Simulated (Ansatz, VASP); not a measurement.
**BeSe2: VASP beside Ansatz**

```xyz
6
Lattice="5.1654 0.0000 0.0000 0.0000 5.1654 0.0000 0.0000 0.0000 5.1351" Properties=species:S:1:pos:R:3 pbc="T T T"
Be    2.5827    0.0000    0.0000
Be    0.0000    2.5827    2.5676
Se    1.1638    2.5827    0.0000
Se    4.0015    2.5827    0.0000
Se    2.5827    4.0015    2.5676
Se    2.5827    1.1638    2.5676
```

Alike in both runs: functional PBE; k mesh 3 × 3 × 3; occupations gaussian, width 0.2 eV; no spin polarisation.

Ansatz relaxed the structure, and its values are those at the end. VASP's run is a single point on that final structure, the one shown.

|  | VASP | Ansatz |
| --- | --- | --- |
| version | VASP 6.6.1 | Ansatz 0.2.0 |
| potentials or method | VASP PAW PBE potentials, release 64 (Be, Se), cutoff 600 eV | scalar-relativistic, plane waves, PAW |
| valence electrons in the cell | 28 | 68 |

VASP gave:

| Item | Value |
| --- | --- |
| gap on the k mesh at the Fermi level (eV) | none |
| pressure (GPa) | 0.0 |
| rms of the force components (eV/Å) | 0.041 |

Question: Estimate Ansatz's values.

Answer: gap on the k mesh at the Fermi level (eV): none; pressure (GPa): -0.1; rms of the force components (eV/Å): 0.026.

A gap of «none» marks a metal or a gap that the smearing closes. VASP's potentials hold 28 valence electrons a cell and Ansatz's 68, so a difference there can come from the potentials and not from the codes.

The k mesh is coarse, so the values compare programs but aren't converged.
